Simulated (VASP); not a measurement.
Crystal: WSe.

```xyz
2
Lattice="0.0000 2.6782 2.6782 2.6782 0.0000 2.6782 2.6782 2.6782 0.0000" Properties=species:S:1:pos:R:3 pbc="T T T"
W     0.0000    0.0000    0.0000
Se    1.3391    1.3391    1.3391
```

```yaml
Program: VASP 6.6.1
Task: relaxation of cell and atoms
Functional: PBE
Potentials_or_basis: VASP PAW PBE potentials, release 64 (W_sv, Se)
Cutoff: 600 eV
k_mesh: 6 × 6 × 6
Occupations: gaussian, width 0.1 eV
Spin: collinear spin
Starting_moments: "[1.05, 0.0] μB"
Hubbard_terms: W d U = 6.2 eV
```

At the start: pressure 41.6 GPa; volume 19.21 Å³/atom.

Question: Where does the relaxation end?

Answer: Over 5 steps the energy falls by 813.4 meV/atom and the volume is 29.55 Å³/atom (+53.8 %); space group F-43m (No. 216, to 0.1 Å) before and after; moment 4.00 μB per cell.

Step by step:
```
step  energy change (eV)  largest force (eV/Å)  pressure (GPa)  volume (Å³)
   1              0.0000                0.0000           41.61        38.42
   2             -1.2162                0.0000           -7.42        73.37
   3             -1.6051                0.0000            2.85        56.48
   4             -1.6237                0.0000           -0.96        60.07
   5             -1.6268                0.0000           -0.08        59.11
```

Final structure:
```xyz
2
Lattice="0.0000 3.0917 3.0917 3.0917 0.0000 3.0917 3.0917 3.0917 0.0000" Properties=species:S:1:pos:R:3 pbc="T T T"
W     0.0000    0.0000    0.0000
Se    1.5459    1.5459    1.5459
```

Caveat: the electronic state changed during the relaxation; the volume moved by over 15 % at a fixed basis, so the end points are rough.
